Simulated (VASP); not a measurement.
# NaH (Fm-3m) in VASP: a series of runs, part 2 of 2

VASP 6.6.1. Earlier steps stand in the parts before.

**6. Single point, PBEsol**

Contents of INCAR:

```
  PREC = Accurate
  ENCUT = 500
  EDIFF = 1E-6
  ISMEAR = 0
  SIGMA = 0.01
  LREAL = False
  LASPH = True
  NELM = 120
  ALGO = Normal
  ISIF = 2
  LWAVE = False
  LCHARG = False
  GGA = PS
  NBANDS = 11
  GGA_COMPAT = False
```

Contents of KPOINTS:

```
regular mesh
0
Gamma
  6 6 6
```

Contents of POSCAR:

```
NaH
1.0
    0.0000000000      2.3975116422      2.3975116422
    2.3975116422      0.0000000000      2.3975116422
    2.3975116422      2.3975116422      0.0000000000
Na H
1 1
Direct
    0.0000000000      0.0000000000      0.0000000000
    0.5000000000      0.5000000000      0.5000000000
```

Potentials or basis: VASP PAW PBE potentials, release 64 (Na_pv, H).

Run with:

```bash
$ cat potpaw_PBE.64/Na_pv/POTCAR potpaw_PBE.64/H/POTCAR > POTCAR
$ mpirun -np 1 vasp_std > vasp.out
```

OUTCAR:

```text
PREC = Accurate
   ENCUT = 500
   EDIFF = 1E-6
   ISMEAR = 0
   LREAL = False
   LASPH = True
   NELM = 120
   ISIF = 2
   GGA = PS

 ion  position               nearest neighbor table
   1  0.000  0.000  0.000-
   2  0.500  0.500  0.500-

  LATTYP: Found a face centered cubic cell.
 ALAT       =     4.7950232844

  Lattice vectors:

 A1 = (   0.0000000000,   2.3975116422,   2.3975116422)
 A2 = (   2.3975116422,   0.0000000000,   2.3975116422)
 A3 = (   2.3975116422,   2.3975116422,   0.0000000000)

Analysis of symmetry for initial positions (statically):
=====================================================================
 Subroutine PRICEL returns:
 Original cell was already a primitive cell.

 Routine SETGRP: Setting up the symmetry group for a
 face centered cubic supercell.

 Subroutine GETGRP returns: Found 48 space group operations
 (whereof 48 operations were pure point group operations)
 out of a pool of 48 trial point group operations.

The static configuration has the point symmetry O_h .

Analysis of symmetry for dynamics (positions and initial velocities):
=====================================================================
 Subroutine PRICEL returns:
 Original cell was already a primitive cell.

 Routine SETGRP: Setting up the symmetry group for a
 face centered cubic supercell.

 Subroutine GETGRP returns: Found 48 space group operations
 (whereof 48 operations were pure point group operations)
 out of a pool of 48 trial point group operations.

The dynamic configuration has the point symmetry O_h .

 Subroutine INISYM returns: Found 48 space group operations
 (whereof 48 operations are pure point group operations),
 and found     1 'primitive' translations

----------------------------------------------------------------------------------------

[... 107 lines left out ...]
   LORBIT       =      0    0 simple, 1 ext, 2 COOP (PROOUT), +10 PAW based schemes
   GGA     = PS    functional components
   LHFCALC =     F    Hartree Fock is set to
   AEXX    =    0.0000 exact exchange contribution
   IVDW    =     0    specifies the selected vdW correction
   LEPSILON=     F    determine dielectric tensor
   LRPA    =     F    only Hartree local field effects (RPA)
 non-spin polarized calculation
 Gauss-broadening in eV      SIGMA  =   0.01
  energy-cutoff  :      500.00
  volume of cell :       27.56
 maximum number of plane-waves:       725
 NGX is ok and might be reduce to    28
   NGX = 13   NGY = 13   NGZ = 13

 number of electron       7.9999992 magnetization

 Free energy of the ion-electron system (eV)
  ---------------------------------------------------
  ext. energy  EPLUGINS =         0.00000000
  ---------------------------------------------------
  free energy    TOTEN  =        -5.08580470 eV

  energy without entropy =       -5.08580470  energy(sigma->0) =       -5.08580470

 E-fermi :  -0.9855     XC(G=0):  -7.9702

 val. band max:       -1.0674998512   @ k =  -0.3333   0.5000   0.1667
 cond. band min:       2.5819160244   @ k =   0.5000   0.0000   0.0000
 fundamental gap:      3.6494158755
 Fermi energy:        -0.9855326500

 k-point     1 :       0.0000    0.0000    0.0000
  band No.  band energies     occupation
      1     -22.9782      2.00000
      2     -22.9782      2.00000
      3     -22.9782      2.00000
      4      -4.8103      2.00000
      5       9.6015      0.00000
      6      14.5514      0.00000
      7      14.5514      0.00000
      8      14.5514      0.00000
      9      15.5576      0.00000
     10      15.5576      0.00000
     11      15.5576      0.00000
[... 197 lines left out ...]
 k-point    16 :      -0.3333    0.5000    0.1667
  band No.  band energies     occupation
      1     -23.0568      2.00000
      2     -23.0279      2.00000
      3     -23.0152      2.00000
      4      -1.0675      2.00000
      5       4.0591      0.00000
      6       5.9550      0.00000
      7       7.6958      0.00000
      8      13.9231      0.00000
      9      14.1970      0.00000
     10      19.9778      0.00000
     11      20.0037      0.00000

------------------------ aborting loop because EDIFF is reached ----------------------------------------

  FORCE on cell =-STRESS in cart. coord.  units (eV):
  Direction    XX          YY          ZZ          XY          YZ          ZX
  --------------------------------------------------------------------------------------
  -------------------------------------------------------------------------------------
  Total       -0.0191767     -0.0191767     -0.0191767     -0.0000000     -0.0000000     -0.0000000
  in kB       -1.1147352     -1.1147352     -1.1147352     -0.0000000     -0.0000000     -0.0000000
  external PRESSURE =      -1.1147352 kB  Pullay stress =       0.0000000 kB

 VOLUME and BASIS-vectors are now :
 -----------------------------------------------------------------------------
  energy-cutoff  :      500.00
  volume of cell :       27.56
      direct lattice vectors                 reciprocal lattice vectors
     0.000000000  2.397511642  2.397511642    -0.208549561  0.208549561  0.208549561
     2.397511642  0.000000000  2.397511642     0.208549561 -0.208549561  0.208549561
     2.397511642  2.397511642  0.000000000     0.208549561  0.208549561 -0.208549561

 POSITION                                       TOTAL-FORCE (eV/Angst)
 -----------------------------------------------------------------------------------
      0.00000      0.00000      0.00000        -0.000000      0.000000      0.000000
      2.39751      2.39751      2.39751         0.000000     -0.000000     -0.000000
 -----------------------------------------------------------------------------------
    total drift:                               -0.000000      0.000000      0.000000

  FREE ENERGIE OF THE ION-ELECTRON SYSTEM (eV)
  ---------------------------------------------------
  free  energy   TOTEN  =        -5.0858046958 eV

  energy  without entropy=       -5.0858046958  energy(sigma->0) =       -5.08580470
```

OSZICAR:

```text
N       E                     dE             d eps       ncg     rms          rms(c)
DAV:   1     0.385548114254E+02    0.38555E+02   -0.44759E+03   352   0.718E+02
DAV:   2    -0.429307752129E+01   -0.42848E+02   -0.42255E+02   363   0.194E+02
DAV:   3    -0.545731656793E+01   -0.11642E+01   -0.11620E+01   432   0.319E+01
DAV:   4    -0.546419848219E+01   -0.68819E-02   -0.68808E-02   413   0.243E+00
DAV:   5    -0.546425609472E+01   -0.57613E-04   -0.57611E-04   412   0.225E-01    0.292E+00
DAV:   6    -0.516589517057E+01    0.29836E+00   -0.29680E-01   426   0.327E+00    0.136E+00
DAV:   7    -0.508343824492E+01    0.82457E-01   -0.27083E-01   388   0.228E+00    0.323E-01
DAV:   8    -0.508581335455E+01   -0.23751E-02   -0.65978E-03   403   0.976E-01    0.625E-02
DAV:   9    -0.508581570443E+01   -0.23499E-05   -0.64723E-04   425   0.308E-01    0.180E-02
DAV:  10    -0.508580417189E+01    0.11533E-04   -0.36654E-05   416   0.417E-02    0.279E-03
DAV:  11    -0.508580469579E+01   -0.52391E-06   -0.12320E-06   394   0.615E-03
   1 F= -.50858047E+01 E0= -.50858047E+01  d E =-.207753E-32
```

stdout:

```text
POSCAR found type information on POSCAR NaH
 POSCAR found :  2 types and       2 ions
 scaLAPACK will be used
 -----------------------------------------------------------------------------
|                                                                             |
|                                                                             |
|     You enforced a specific xc type in the INCAR file but a different       |
|     I HOPE YOU KNOW WHAT YOU ARE DOING!                                     |
|                                                                             |
 -----------------------------------------------------------------------------

 LDA part: xc-table for (Slater+PW92), standard interpolation
 POSCAR, INCAR and KPOINTS ok, starting setup
 FFT: planning ... GRIDC
 FFT: planning ... GRID_SOFT
 FFT: planning ... GRID
 WAVECAR not read
 entering main loop
```

It took 12 s on 1 thread of AMD EPYC 7R43 (Zen 3), shared host; peak memory 0.11 GiB.

Results:

| Property | Result |
| --- | --- |
| Free energy | -5.0858 eV |
| Pressure | -0.1 GPa |
| Band gap on the k mesh | 3.65 eV, indirect (least direct gap 4.51 eV) |

Levels at points of the mesh, in eV from the valence-band top:
```tsv
k point	band 2	band 3	band 4	band 5	band 6	band 7
(0.00, 0.00, 0.00)	-21.91	-21.91	-3.74	10.67	15.62	15.62
(0.50, 0.00, 0.00)	-21.92	-21.92	-0.86	3.65	10.84	13.42
(0.50, 0.50, 0.00)	-21.95	-21.95	-0.14	4.50	9.91	10.69
```

Caveat: the PAW data sets were made with another functional, which shifts forces and pressure a little. A k mesh can miss the band edges.

**7. Summary**

| level | potentials or basis | k mesh | gap on the mesh (eV) | pressure (GPa) |
| --- | --- | --- | --- | --- |
| LDA | VASP PAW LDA potentials, release 64 (Na_pv, H) | 4 × 4 × 4 | 3.44 | -1.7 |
| PBE | VASP PAW PBE potentials, release 64 (Na_pv, H) | 4 × 4 × 4 | 3.80 | 0.5 |
| PBEsol | VASP PAW PBE potentials, release 64 (Na_pv, H) | 5 × 5 × 5 | 4.48 | -0.1 |
| PBEsol | VASP PAW PBE potentials, release 64 (Na_pv, H) | 6 × 6 × 6 | 3.65 | -0.1 |

Alike in all rows: task single point; no spin polarisation; cell as given; cutoff (eV) 500; smearing gaussian 0.01 eV.

Caveats: some runs use coarse meshes; the PAW data sets were made with another functional, which shifts forces and pressure a little (some runs).

Absolute energies hang on the potentials; compare differences alone.
